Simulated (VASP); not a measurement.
A run of VASP 6.6.1 is set up as follows.

File INCAR:

```
SYSTEM = MgSe
PREC = Accurate
ENCUT = 600
EDIFF = 1E-6
ISMEAR = 0
SIGMA = 0.05
LREAL = .False.
LASPH = .True.
NELM = 120
ALGO = Normal
ISIF = 2
LWAVE = .False.
LCHARG = .False.
GGA = PS
NBANDS = 11
GGA_COMPAT = .False.
```

The input KPOINTS:

```
regular mesh
0
Gamma
  8 8 8
  0 0 0
```

POSCAR

```
MgSe
1.0
    0.0000000000      2.7254991651      2.7254991651
    2.7254991651      0.0000000000      2.7254991651
    2.7254991651      2.7254991651      0.0000000000
Mg Se
1 1
Direct
    0.0000000000      0.0000000000      0.0000000000
    0.5000000000      0.5000000000      0.5000000000
```

Potentials or basis: VASP PAW PBE potentials, release 64 (Mg, Se).

The run is started by

```bash
$ cat potpaw_PBE.64/Mg/POTCAR potpaw_PBE.64/Se/POTCAR > POTCAR
$ mpirun -np 1 vasp_std > vasp.out
```

**Question.** What does it give for the band gap on the k mesh?

**Answer.** 1.76 eV (least direct gap 2.50 eV).

**Question.** What does it give for the pressure?

**Answer.** -0.1 GPa.

Caveat: the PAW data sets were made with another functional, which shifts forces and pressure a little. Expect the measured gap to be larger: semilocal functionals such as PBEsol lack the derivative discontinuity.
